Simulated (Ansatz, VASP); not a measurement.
# One calculation of SiNi, two programs

```
CELL_PARAMETERS angstrom
2.83873 0.00000 0.00000
0.00000 2.83873 0.00000
0.00000 0.00000 2.83873
ATOMIC_POSITIONS crystal
Ni 0.00000 0.00000 0.00000
Si 0.50000 0.50000 0.50000
```

Alike in both runs: functional PBE; k mesh 15 × 15 × 15; occupations fermi-dirac, width 0.1 eV; no spin polarisation.

Ansatz relaxed the structure, and its values are those at the end. VASP's run is a single point on that final structure, the one shown.

|  | VASP | Ansatz |
| --- | --- | --- |
| version | VASP 6.6.1 | Ansatz 0.2.0 |
| potentials or method | VASP PAW PBE potentials, release 64 (Ni, Si) | PAW with Ansatz's default frozen-core files, scalar-relativistic |
| plane-wave cutoff (eV) | 520 | 420 |
| valence electrons in the cell | 14 | 22 |

|  | VASP | Ansatz | Ansatz less VASP |
| --- | --- | --- | --- |
| pressure (GPa) | 0.1 | 0.0 | -0.08 |

The functional is the same, so the differences come from potentials, cutoffs and numerics. VASP's potentials hold 14 valence electrons a cell and Ansatz's 22, so a difference there can come from the potentials and not from the codes.
